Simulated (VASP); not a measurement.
# TiAl3 in VASP: a series of runs

The runs below take TiAl3 through single point, with PBEsol.

All numbers are computed with VASP 6.6.1; they aren't measurements. Logs are shortened: lines on timing, memory, paths and dates and some standing lists are left out, and cuts for length are marked.

## (1) The cell of the first run

It takes space group P4/mmm (No. 123, tetragonal). The conventional cell has a = 3.948 Å, b = 3.948 Å, c = 4.027 Å, α = 90.00°, β = 90.00°, γ = 90.00°. Ti (site symmetry 4/mmm) has 12 Al at 2.79 to 2.82 Å within 3.7 Å. Al (site symmetry 4/mmm) has 4 Ti at 2.79 Å and 8 Al at 2.82 Å within 3.7 Å. Al (site symmetry mmm) has 8 Al at 2.79 to 2.82 Å and 4 Ti at 2.82 Å within 3.7 Å.

## (2) Single point, PBEsol (strain along c alone, the other axes held: +2.0 %)

Input file INCAR:

```
PREC = Accurate
ENCUT = 520
EDIFF = 1E-6
ISMEAR = 0
SIGMA = 0.1
LREAL = F
LASPH = T
NELM = 80
ALGO = Fast
ISIF = 2
LWAVE = F
LCHARG = F
GGA = PS
NBANDS = 18
```

Input file KPOINTS:

```
Automatic mesh
0
Gamma
  14 14 14
```

Input file POSCAR:

```
TiAl3
1.0
    3.9483448104      0.0000000000      0.0000000000
    0.0000000000      3.9483448104      0.0000000000
    0.0000000000      0.0000000000      4.0273117066
Ti Al
1 3
Direct
    0.0000000000      0.0000000000      0.0000000000
    0.5000000000      0.5000000000      0.0000000000
    0.5000000000      0.0000000000      0.5000000000
    0.0000000000      0.5000000000      0.5000000000
```

Potentials or basis: VASP PAW PBE potentials, release 64 (Ti_sv, Al).

Command:

```
cat potpaw_PBE.64/Ti_sv/POTCAR potpaw_PBE.64/Al/POTCAR > POTCAR
mpirun -np 1 vasp_std > vasp.out
```

OUTCAR:

```text
PREC = Accurate
   ENCUT = 520
   EDIFF = 1E-6
   ISMEAR = 0
   LREAL = F
   LASPH = T
   NELM = 80
   ISIF = 2
   GGA = PS

 ion  position               nearest neighbor table
   1  0.000  0.000  0.000-   2 2.79   2 2.79   2 2.79   2 2.79   4 2.82   3 2.82   4 2.82   4 2.82
                             4 2.82   3 2.82   3 2.82   3 2.82
   2  0.500  0.500  0.000-   1 2.79   1 2.79   1 2.79   1 2.79   4 2.82   3 2.82   3 2.82   3 2.82
                             4 2.82   4 2.82   4 2.82   3 2.82
   3  0.500  0.000  0.500-   4 2.79   4 2.79   4 2.79   4 2.79   2 2.82   2 2.82   2 2.82   2 2.82
                             1 2.82   1 2.82   1 2.82   1 2.82
   4  0.000  0.500  0.500-   3 2.79   3 2.79   3 2.79   3 2.79   2 2.82   1 2.82   2 2.82   1 2.82
                             2 2.82   1 2.82   2 2.82   1 2.82

  LATTYP: Found a simple tetragonal cell.
 ALAT       =     3.9483448104
 C/A-ratio  =     1.0200000000

  Lattice vectors:

 A1 = (   3.9483448104,   0.0000000000,   0.0000000000)
 A2 = (   0.0000000000,   3.9483448104,   0.0000000000)
 A3 = (   0.0000000000,   0.0000000000,   4.0273117066)

Analysis of symmetry for initial positions (statically):
=====================================================================
 Subroutine PRICEL returns:
 Original cell was already a primitive cell.

 Routine SETGRP: Setting up the symmetry group for a
 simple tetragonal supercell.

 Subroutine GETGRP returns: Found 16 space group operations
 (whereof 16 operations were pure point group operations)
 out of a pool of 16 trial point group operations.

The static configuration has the point symmetry D_4h.

Analysis of symmetry for dynamics (positions and initial velocities):
=====================================================================
 Subroutine PRICEL returns:
 Original cell was already a primitive cell.

 Routine SETGRP: Setting up the symmetry group for a
 simple tetragonal supercell.

 Subroutine GETGRP returns: Found 16 space group operations
 (whereof 16 operations were pure point group operations)
 out of a pool of 16 trial point group operations.

The dynamic configuration has the point symmetry D_4h.

 Subroutine INISYM returns: Found 16 space group operations
 (whereof 16 operations are pure point group operations),
 and found     1 'primitive' translations

----------------------------------------------------------------------------------------

                                     Primitive cell

  volume of cell :      62.7835

  direct lattice vectors                    reciprocal lattice vectors
     3.948344810  0.000000000  0.000000000     0.253270686  0.000000000  0.000000000
     0.000000000  3.948344810  0.000000000     0.000000000  0.253270686  0.000000000
     0.000000000  0.000000000  4.027311707     0.000000000  0.000000000  0.248304594

  length of vectors
     3.948344810  3.948344810  4.027311707     0.253270686  0.253270686  0.248304594

  position of ions in fractional coordinates (direct lattice)
     0.000000000  0.000000000  0.000000000
     0.500000000  0.500000000  0.000000000
     0.500000000  0.000000000  0.500000000
     0.000000000  0.500000000  0.500000000

  ion indices of the primitive-cell ions
   primitive index   ion index
                 1           1
                 2           2
                 3           3
                 4           4

----------------------------------------------------------------------------------------

 KPOINTS: Automatic mesh

Automatic generation of k-mesh.
 Grid dimensions read from file:
 generate k-points for:   14   14   14

 Generating k-lattice:

  Cartesian coordinates                     Fractional coordinates (reciprocal lattice)
     0.018090763  0.000000000  0.000000000     0.071428571  0.000000000  0.000000000
     0.000000000  0.018090763  0.000000000     0.000000000  0.071428571  0.000000000
     0.000000000  0.000000000  0.017736042     0.000000000  0.000000000  0.071428571

  Length of vectors
     0.018090763  0.018090763  0.017736042

  Shift w.r.t. Gamma in fractional coordinates (k-lattice)
     0.000000000  0.000000000  0.000000000

 Subroutine IBZKPT returns following result:
 ===========================================

 Found    288 irreducible k-points:

 Following reciprocal coordinates:
            Coordinates               Weight
  0.000000  0.000000  0.000000      1.000000
  0.071429  0.000000  0.000000      4.000000
  0.142857  0.000000  0.000000      4.000000
  0.214286  0.000000  0.000000      4.000000
  0.285714  0.000000  0.000000      4.000000
  0.357143  0.000000  0.000000      4.000000
[... 16 lines left out ...]
  0.285714  0.214286  0.000000      8.000000
  0.357143  0.214286  0.000000      8.000000
 [... further k-points ...]
   k-points           NKPTS =    288   k-points in BZ     NKDIM =    288   number of bands    NBANDS=     18
   number of dos      NEDOS =    301   number of ions     NIONS =      4
   total plane-waves  NPLWV =  27000
   dimension x,y,z NGX =    30 NGY =   30 NGZ =   30
   dimension x,y,z NGXF=    60 NGYF=   60 NGZF=   60
   ions per type =               1   3
   NGX,Y,Z   is equivalent  to a cutoff of  12.63, 12.63, 12.38 a.u.
   NGXF,Y,Z  is equivalent  to a cutoff of  25.26, 25.26, 24.77 a.u.
 SYSTEM =  unknown system
   PREC   = accura    normal or accurate (medium, high low for compatibility)
   ISTART =      0    job   : 0-new  1-cont  2-samecut
   ICHARG =      2    charge: 1-file 2-atom 10-const
   ISPIN  =      1    spin polarized calculation?
   LNONCOLLINEAR =      F non collinear calculations
   LSORBIT =      F    spin-orbit coupling
   LASPH  =      T    aspherical Exc in radial PAW
   ENCUT  =  520.0 eV  38.22 Ry    6.18 a.u.   7.34  7.34  7.49*2*pi/ulx,y,z
   NELM   =     80;   NELMIN=  2; NELMDL= -5     # of ELM steps
   EDIFF  = 0.1E-05   stopping-criterion for ELM
   LREAL  =      F    real-space projection
   EDIFFG = 0.1E-04   stopping-criterion for IOM
   NSW    =      0    number of steps for IOM
   IBRION =     -1    ionic relax: 0-MD 1-quasi-New 2-CG
   NFREE  =      0    steps in history (QN), initial steepest desc. (CG)
   ISIF   =      2    stress and relaxation
   ISYM   =      2    0-nonsym 1-usesym 2-fastsym
   POTIM  = 0.5000    time-step for ionic-motion
   TEBEG  =    0.0;   TEEND  =   0.0 temperature during run
   PSTRESS=    0.0 pullay stress
   NELECT =      21.0000    total number of electrons
   NUPDOWN=      -1.0000    fix difference up-down
   EMIN   =  10.00;   EMAX   =-10.00  energy-range for DOS
   EFERMI =   0.00;   METHOD = LEGACY
   ISMEAR =     0;   SIGMA  =   0.10  broadening in eV -4-tet -1-fermi 0-gaus
   EFERMI_NEDOS =   21; number of points for ismear=-14 and -15
   IALGO  =     68    algorithm
   IMIX   =      4    mixing-type and parameters
     AMIX     =   0.40;   BMIX     =  1.00
     AMIX_MAG =   1.60;   BMIX_MAG =  1.00
  volume/ion in A,a.u.               =      15.70       105.92
  Fermi-wavevector in a.u.,A,eV,Ry     =   1.136404  2.147492 17.570759  1.291414
  Thomas-Fermi vector in A             =   2.273109
   LORBIT       =      0    0 simple, 1 ext, 2 COOP (PROOUT), +10 PAW based schemes
   GGA     = PS    functional components
   LHFCALC =     F    Hartree Fock is set to
   AEXX    =    0.0000 exact exchange contribution
   IVDW    =     0    specifies the selected vdW correction
   LEPSILON=     F    determine dielectric tensor
   LRPA    =     F    only Hartree local field effects (RPA)
 non-spin polarized calculation
 RMM-DIIS sequential band-by-band and
 Gauss-broadening in eV      SIGMA  =   0.10
  energy-cutoff  :      520.00
  volume of cell :       62.78
 maximum number of plane-waves:      1727
 NGX is ok and might be reduce to    30
   NGX = 15   NGY = 15   NGZ = 15

 number of electron      20.9999999 magnetization

 Free energy of the ion-electron system (eV)
  ---------------------------------------------------
  ext. energy  EPLUGINS =         0.00000000
  ---------------------------------------------------
  free energy    TOTEN  =       -22.11318746 eV

  energy without entropy =      -22.10153700  energy(sigma->0) =      -22.10736223

 E-fermi :   8.9004     XC(G=0): -10.8572

 val. band max:        8.8996175686   @ k =   0.5000   0.0714   0.0000
 cond. band min:       8.9016778758   @ k =   0.0714   0.0000   0.1429
 fundamental gap:      0.0020603071
 Fermi energy:         8.9003662111

 k-point     1 :       0.0000    0.0000    0.0000
  band No.  band energies     occupation
      1     -47.8629      2.00000
      2     -24.2751      2.00000
      3     -24.2604      2.00000
      4     -24.2604      2.00000
      5      -1.8456      2.00000
      6       5.7180      2.00000
[... 10 lines left out ...]
     17      14.5166      0.00000
     18      14.5510      0.00000

 k-point     2 :       0.0714    0.0000    0.0000
  band No.  band energies     occupation
      1     -47.8628      2.00000
      2     -24.2750      2.00000
      3     -24.2614      2.00000
      4     -24.2603      2.00000
      5      -1.7958      2.00000
      6       5.4305      2.00000
[... 10 lines left out ...]
     17      14.4319      0.00000
     18      14.5220      0.00000

 k-point     3 :       0.1429    0.0000    0.0000
  band No.  band energies     occupation
      1     -47.8627      2.00000
      2     -24.2748      2.00000
      3     -24.2642      2.00000
      4     -24.2601      2.00000
      5      -1.6469      2.00000
      6       4.6466      2.00000
[... 10 lines left out ...]
     17      14.1326      0.00000
     18      14.2909      0.00000

 k-point     4 :       0.2143    0.0000    0.0000
  band No.  band energies     occupation
      1     -47.8625      2.00000
      2     -24.2745      2.00000
      3     -24.2684      2.00000
      4     -24.2598      2.00000
      5      -1.4010      2.00000
      6       3.7749      2.00000
[... 375 lines left out ...]
      4     -24.2673      2.00000
      5      -0.9668      2.00000
      6       4.0368      2.00000
[... 10 lines left out ...]
     17      13.6503      0.00000
     18      14.0479      0.00000

 k-point    23 :       0.2857    0.2143    0.0000
  band No.  band energies     occupation
      1     -47.8620      2.00000
      2     -24.2735      2.00000
      3     -24.2721      2.00000
      4     -24.2672      2.00000
      5      -0.6365      2.00000
      6       3.2783      2.00000
[... 10 lines left out ...]
     17      13.6975      0.00000
     18      14.0351      0.00000

 k-point    24 :       0.3571    0.2143    0.0000
  band No.  band energies     occupation
      1     -47.8618      2.00000
      2     -24.2762      2.00000
      3     -24.2732      2.00000
      4     -24.2668      2.00000
      5      -0.2253      2.00000
      6       2.4887      2.00000
[... 10 lines left out ...]
     17      13.6659      0.00000
     18      13.9180      0.00000

 [... further k-points ...]

------------------------ aborting loop because EDIFF is reached ----------------------------------------

  FORCE on cell =-STRESS in cart. coord.  units (eV):
  Direction    XX          YY          ZZ          XY          YZ          ZX
  --------------------------------------------------------------------------------------
  -------------------------------------------------------------------------------------
  Total       -0.4911215     -0.4911215     -1.4073409      0.0000000     -0.0000000     -0.0000000
  in kB      -12.5329750    -12.5329750    -35.9140588      0.0000000     -0.0000000     -0.0000000
  external PRESSURE =     -20.3266696 kB  Pullay stress =       0.0000000 kB

 VOLUME and BASIS-vectors are now :
 -----------------------------------------------------------------------------
  energy-cutoff  :      520.00
  volume of cell :       62.78
      direct lattice vectors                 reciprocal lattice vectors
     3.948344810  0.000000000  0.000000000     0.253270686  0.000000000  0.000000000
     0.000000000  3.948344810  0.000000000     0.000000000  0.253270686  0.000000000
     0.000000000  0.000000000  4.027311707     0.000000000  0.000000000  0.248304594

 POSITION                                       TOTAL-FORCE (eV/Angst)
 -----------------------------------------------------------------------------------
      0.00000      0.00000      0.00000         0.000000      0.000000      0.000000
      1.97417      1.97417      0.00000         0.000000      0.000000      0.000000
      1.97417      0.00000      2.01366         0.000000      0.000000      0.000000
      0.00000      1.97417      2.01366         0.000000      0.000000      0.000000
 -----------------------------------------------------------------------------------
    total drift:                                0.000000     -0.000000      0.000000

  FREE ENERGIE OF THE ION-ELECTRON SYSTEM (eV)
  ---------------------------------------------------
  free  energy   TOTEN  =       -22.1131874610 eV

  energy  without entropy=      -22.1015370049  energy(sigma->0) =      -22.10736223
```

Run time: 6.9 min. Hardware: 1 thread of Intel Xeon 6975P-C (Granite Rapids), shared host; peak memory 0.41 GiB.

What came out:

| Item | Value |
| --- | --- |
| Free energy | -22.1132 eV |
| Pressure | -2.0 GPa |
| Band gap on the k mesh | zero (an odd number of electrons rules out a gap without spin polarisation) |

Stress tensor (GPa, compression positive):
```
-1.25  0.00  0.00
 0.00 -1.25  0.00
 0.00  0.00 -3.59
```

Caveat: the cell differs from its parent crystal (strain along c alone, the other axes held: +2.0 %); the PAW data sets were made with another functional, which shifts forces and pressure a little.

(Continued in part 2 of 3.)

The gap in the log of VASP goes by the Fermi energy; the results here count the filled bands.